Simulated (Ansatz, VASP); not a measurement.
## Al2Cu in VASP and in Ansatz

The input INCAR:

```
PREC = Accurate ; ENCUT = 520
EDIFF = 1E-6 ; ISMEAR = 0
SIGMA = 0.15 ; LREAL = F
LASPH = T ; NELM = 60
ALGO = Fast ; ISIF = 2
LWAVE = F ; LCHARG = F
GGA = PE ; NBANDS = 26
```

KPOINTS

```
regular mesh
0
Gamma
  12 12 12
```

File POSCAR:

```
Al2Cu
1.0
   -3.0261888737      3.1472364286      2.4416174552
    3.0261888737     -3.1472364286      2.4416174552
    3.0261888737      3.1472364286     -2.4416174552
Al Cu
4 2
Direct
    0.1587211841      0.6587211841      0.8174423682
    0.6587211841      0.8412788159      0.5000000000
    0.8412788159      0.3412788159      0.1825576318
    0.3412788159      0.1587211841      0.5000000000
    0.7500000000      0.7500000000      0.0000000000
    0.2500000000      0.2500000000      0.0000000000
```

Input for Ansatz:

```yaml
crystal:
  lattice:
    - [-3.0261888737, 3.1472364286, 2.4416174552]
    - [3.0261888737, -3.1472364286, 2.4416174552]
    - [3.0261888737, 3.1472364286, -2.4416174552]
  atoms:
    - { symbol: Al, position: [0.1587211841, 0.6587211841, 0.8174423682] }
    - { symbol: Al, position: [0.6587211841, 0.8412788159, 0.5] }
    - { symbol: Al, position: [0.8412788159, 0.3412788159, 0.1825576318] }
    - { symbol: Al, position: [0.3412788159, 0.1587211841, 0.5] }
    - { symbol: Cu, position: [0.75, 0.75, 0.0] }
    - { symbol: Cu, position: [0.25, 0.25, 0.0] }
basis:
  ecutwfc: 420
kpoints:
  mp_grid: { grid: [12, 12, 12] }
hamiltonian:
  xc: pbe
scf:
  occupations: { method: gaussian, width: 0.15 }
output:
  forces: true
  stress: true
  eigenvalues: true
  write_density: true
  write_potential: true
  elf: true
  volumetric_format: npy
```

Change from the starting cell: strain +0.0400 x Voigt [0, 1, 0, 0, 0, 0], atoms carried along.

Alike in both runs: task single point; functional PBE; k mesh 12 × 12 × 12; occupations gaussian, width 0.15 eV; no spin polarisation.

|  | VASP | Ansatz |
| --- | --- | --- |
| version | VASP 6.6.1 | Ansatz 0.2.0 |
| potentials or method | VASP PAW PBE potentials, release 64 (Al, Cu), cutoff 520 eV | scalar-relativistic, plane waves, PAW |
| valence electrons in the cell | 34 | 50 |

|  | VASP | Ansatz | Ansatz less VASP |
| --- | --- | --- | --- |
| gap on the k mesh at the Fermi level (eV) | none | none | - |
| pressure (GPa) | -3.3 | -3.5 | -0.16 |
| traceless stress, the component that is largest in VASP (GPa) | -2.98 | -3.00 | -0.024 |
| rms of the force components (eV/Å) | 0.058 | 0.056 | -0.0017 |

Atom by atom the forces differ by 0.002 eV/Å (rms over components). A gap of «none» marks a metal or a gap that the smearing closes. With one functional, cell and mesh, what is left measures potentials, basis and numerics. VASP's potentials hold 34 valence electrons a cell and Ansatz's 50, so a difference there can come from the potentials and not from the codes.
